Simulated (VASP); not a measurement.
# ZnSe (P4/nmm) in VASP: a series of runs, part 2 of 2

VASP 6.6.1. The steps go on from the part before.

## Step 3: Single point, PBEsol

Input file INCAR:

```
SYSTEM = ZnSe
ALGO = Normal ; EDIFF = 1E-6
ENCUT = 520 ; GGA = PS
ISIF = 2 ; ISMEAR = 0
LASPH = .True. ; LCHARG = .False.
LREAL = .False. ; LWAVE = .False.
NBANDS = 26 ; NELM = 60
PREC = Accurate ; SIGMA = 0.05
```

Input file KPOINTS:

```
k-points
0
Gamma
  8 8 6
  0 0 0
```

Input file POSCAR:

```
ZnSe
1.0
    3.9625030235      0.0000000000      0.0000000000
    0.0000000000      3.9625030235      0.0000000000
    0.0000000000      0.0000000000      5.4412877586
Zn Se
2 2
Direct
    0.0000000000      0.0000000000      0.0000000000
    0.5000000000      0.5000000000      0.0000000000
    0.0000000000      0.5000000000      0.2319924411
    0.5000000000      0.0000000000      0.7680075589
```

Potentials or basis: VASP PAW PBE potentials, release 64 (Zn, Se).

The run is started by

```
cat potpaw_PBE.64/Zn/POTCAR potpaw_PBE.64/Se/POTCAR > POTCAR
mpirun -np 1 vasp_std > vasp.out
```

OUTCAR:

```text
SYSTEM = ZnSe
   EDIFF = 1E-6
   ENCUT = 520
   GGA = PS
   ISIF = 2
   ISMEAR = 0
   LASPH = .True.
   LREAL = .False.
   NELM = 60
   PREC = Accurate

 ion  position               nearest neighbor table
   1  0.000  0.000  0.000-   3 2.35   4 2.35   3 2.35   4 2.35   2 2.80   2 2.80   2 2.80   2 2.80

   2  0.500  0.500  0.000-   3 2.35   4 2.35   4 2.35   3 2.35   1 2.80   1 2.80   1 2.80   1 2.80

   3  0.000  0.500  0.232-   1 2.35   2 2.35   1 2.35   2 2.35
   4  0.500  0.000  0.768-   1 2.35   2 2.35   2 2.35   1 2.35

  LATTYP: Found a simple tetragonal cell.
 ALAT       =     3.9625030235
 C/A-ratio  =     1.3731946011

  Lattice vectors:

 A1 = (   3.9625030235,   0.0000000000,   0.0000000000)
 A2 = (   0.0000000000,   3.9625030235,   0.0000000000)
 A3 = (   0.0000000000,   0.0000000000,   5.4412877586)

Analysis of symmetry for initial positions (statically):
=====================================================================
 Subroutine PRICEL returns:
 Original cell was already a primitive cell.

[... 170 lines left out ...]
  ext. energy  EPLUGINS =         0.00000000
  ---------------------------------------------------
  free energy    TOTEN  =       -12.14520803 eV

  energy without entropy =      -12.14520803  energy(sigma->0) =      -12.14520803

 E-fermi :   2.5068     XC(G=0):  -9.6211

 val. band max:        2.2505173878   @ k =   0.0000   0.0000   0.0000
 cond. band min:       3.4506344802   @ k =   0.0000   0.0000   0.0000
 fundamental gap:      1.2001170925
 Fermi energy:         2.5068123130

 k-point     1 :       0.0000    0.0000    0.0000
  band No.  band energies     occupation
      1     -12.3352      2.00000
      2     -10.7978      2.00000
      3      -5.4830      2.00000
      4      -5.4704      2.00000
      5      -5.4694      2.00000
      6      -5.4694      2.00000
[... 685 lines left out ...]
     25      10.6842      0.00000
     26      10.6842      0.00000

 [... further k-points ...]
[... 5 lines left out ...]
  --------------------------------------------------------------------------------------
  -------------------------------------------------------------------------------------
  Total        7.5446183      7.5446183      7.4023416      0.0000000      0.0000000      0.0000000
  in kB      141.4838757    141.4838757    138.8157671      0.0000000      0.0000000      0.0000000
  external PRESSURE =     140.5945062 kB  Pullay stress =       0.0000000 kB

 VOLUME and BASIS-vectors are now :
 -----------------------------------------------------------------------------
  energy-cutoff  :      520.00
  volume of cell :       85.44
      direct lattice vectors                 reciprocal lattice vectors
     3.962503024  0.000000000  0.000000000     0.252365738  0.000000000  0.000000000
     0.000000000  3.962503024  0.000000000     0.000000000  0.252365738  0.000000000
     0.000000000  0.000000000  5.441287759     0.000000000  0.000000000  0.183780025

 POSITION                                       TOTAL-FORCE (eV/Angst)
 -----------------------------------------------------------------------------------
      0.00000      0.00000      0.00000        -0.000000     -0.000000      0.000000
      1.98125      1.98125      0.00000        -0.000000      0.000000      0.000000
      0.00000      1.98125      1.26234        -0.000000     -0.000000      2.992419
      1.98125      0.00000      4.17895         0.000000     -0.000000     -2.992419
 -----------------------------------------------------------------------------------
    total drift:                                0.000000      0.000000      0.000000

  FREE ENERGIE OF THE ION-ELECTRON SYSTEM (eV)
  ---------------------------------------------------
  free  energy   TOTEN  =       -12.1452080289 eV

  energy  without entropy=      -12.1452080289  energy(sigma->0) =      -12.14520803
```

OSZICAR:

```text
N       E                     dE             d eps       ncg     rms          rms(c)
DAV:   1     0.243262247162E+03    0.24326E+03   -0.17165E+04  3120   0.164E+03
DAV:   2     0.101548087547E+02   -0.23311E+03   -0.22320E+03  3218   0.344E+02
DAV:   3    -0.124685111614E+02   -0.22623E+02   -0.22421E+02  3844   0.109E+02
DAV:   4    -0.129211568446E+02   -0.45265E+00   -0.45193E+00  3538   0.153E+01
DAV:   5    -0.129239667028E+02   -0.28099E-02   -0.28094E-02  3732   0.115E+00    0.105E+01
DAV:   6    -0.121906153923E+02    0.73335E+00   -0.18936E+00  4030   0.409E+01    0.804E+00
DAV:   7    -0.121510728295E+02    0.39543E-01   -0.87434E-01  3304   0.678E+00    0.308E+00
DAV:   8    -0.121463475780E+02    0.47253E-02   -0.13292E-02  3658   0.875E-01    0.678E-01
DAV:   9    -0.121451309545E+02    0.12166E-02   -0.29646E-03  3998   0.601E-01    0.122E-01
DAV:  10    -0.121451701295E+02   -0.39175E-04   -0.72846E-04  3418   0.258E-01    0.405E-02
DAV:  11    -0.121452052325E+02   -0.35103E-04   -0.89617E-05  3358   0.916E-02    0.146E-02
DAV:  12    -0.121452073082E+02   -0.20757E-05   -0.24160E-05  3466   0.305E-02    0.101E-02
DAV:  13    -0.121452080289E+02   -0.72067E-06   -0.29532E-06  3108   0.192E-02
   1 F= -.12145208E+02 E0= -.12145208E+02  d E =-.285133E-15
```

It took 47 s on 1 thread of Intel Xeon 6975P-C (Granite Rapids), shared host; peak memory 0.25 GiB.

What came out:

- Free energy: -12.1452 eV
- Pressure: 14.1 GPa
- Largest force: 2.992 eV/Å
- Band gap on the k mesh: 1.20 eV, direct

Forces on the atoms (eV/Å):
```
Zn   0.000  0.000  0.000
Zn   0.000  0.000  0.000
Se   0.000  0.000  2.992
Se   0.000  0.000 -2.992
```

Caveat: the PAW data sets were made with another functional, which shifts forces and pressure a little. As with any semilocal functional, this PBEsol gap is likely too small.
